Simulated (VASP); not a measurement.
**AlN: single point with LDA**

**Experimental background.**

From “Structural and optical properties of self-assembled AlN nanowires grown on SiO2/Si substrates by molecular beam epitaxy”, 2024, arxiv:2402.00216, for a bulk crystal of AlN at 0 K: band gap 6.0343 eV (an exciton energy, a little under the gap).

AlN:

```
CELL_PARAMETERS angstrom
3.08875 0.00000 0.00000
-1.54437 2.67493 0.00000
0.00000 0.00000 4.94335
ATOMIC_POSITIONS crystal
Al 0.33333 0.66667 0.99899
Al 0.66667 0.33333 0.49899
N 0.33333 0.66667 0.38101
N 0.66667 0.33333 0.88101
```

```yaml
Program: VASP 6.6.1
Task: single point
Functional: LDA
Potentials_or_basis: VASP PAW LDA potentials, release 64 (Al, N)
Cutoff: 520 eV
k_mesh: 12 × 12 × 6
Occupations: fermi-dirac, width 0.02 eV
Spin: no spin polarisation
Dipole_correction: no
Further_INCAR_settings: ALGO = Normal; EDIFF = 1e-06; NBANDS = 16
```

```json
{
 "Pressure": "0.6 GPa",
 "Band gap on the k mesh": "4.42 eV, direct"
}
```

Forces in eV/Å, atoms in the order of the input:
```
Al   0.000  0.000  0.003
Al   0.000  0.000  0.003
N    0.000  0.000 -0.003
N    0.000  0.000 -0.003
```

Levels at points of the mesh, in eV from the valence-band top:
```csv
k point,band 6,band 7,band 8,band 9,band 10,band 11
"(0.00, 0.00, 0.00)",-0.23,-0.23,0.00,4.42,6.73,10.66
"(0.50, 0.00, 0.00)",-2.15,-1.84,-0.71,5.72,5.72,8.27
"(0.00, 0.00, 0.50)",-0.57,-0.57,-0.57,6.61,6.61,10.32
"(0.50, 0.00, 0.50)",-1.51,-1.40,-1.40,5.26,5.26,9.20
```

It took 12 s on 1 thread of Intel(R) Xeon(R) 6975P-C (Granite Rapids), with other jobs on the host, peak memory 0.16 GiB.

Against the measured gap of AlN, 6.0343 eV (an exciton energy, a little under the gap; 0 K; quoted in “Structural and optical properties of self-assembled AlN nanowires grown on SiO2/Si substrates by molecular beam epitaxy”, 2024, arxiv:2402.00216), the calculated 4.42 eV is off by -1.61 eV. 2 values of this kind are on record (6.034 to 6.0343 eV); this one was drawn at random. The value is that of LDA on a finite k mesh, which can miss the band edges, without temperature or zero-point motion. Semilocal functionals fall short of measured gaps as a rule.
